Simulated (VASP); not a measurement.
A run of VASP 6.6.1 is set up as follows.

The input INCAR:

```
ALGO     = Fast           # electronic algorithm
EDIFF    = 1E-6           # SCF threshold, eV
ENCUT    = 520            # plane-wave cutoff, eV
GGA      = PE             # functional
ISIF     = 2              # what is computed and relaxed
ISMEAR   = 0              # smearing method
LASPH    = T              # aspherical terms in the spheres
LCHARG   = F              # write CHGCAR
LREAL    = F              # projectors in reciprocal space
LWAVE    = F              # write WAVECAR
NBANDS   = 11             # bands
NELM     = 80             # most SCF steps
PREC     = Accurate       # precision mode
SIGMA    = 0.15           # smearing width, eV
```

File KPOINTS:

```
k-points
0
Gamma
  14 14 14
```

POSCAR

```
Ba
1.0
   -2.2500000000      2.7500000000      2.5000000000
    2.2500000000     -2.7500000000      2.5000000000
    2.2500000000      2.7500000000     -2.5000000000
Ba
1
Direct
    0.0000000000      0.0000000000      0.0000000000
```

Potentials or basis: VASP PAW PBE potentials, release 64 (Ba_sv).

Command:

```console
$ cat potpaw_PBE.64/Ba_sv/POTCAR > POTCAR
$ mpirun -np 1 vasp_std > vasp.out
```

Q: Predict the band gap on the k mesh.

A: Zero (bands 5 and 6 overlap by 0.75 eV).

Q: Predict the pressure.

A: 0.3 GPa.

Stress tensor (GPa, compression positive):
```
 1.01  0.00  0.00
 0.00  0.00  0.00
 0.00  0.00 -0.02
```

Caveat: the cell differs from its parent crystal (strain -0.1000 x Voigt [1, -1, 0, 0, 0, 0]); spin-orbit coupling is left out, which moves the levels of the heavy elements.
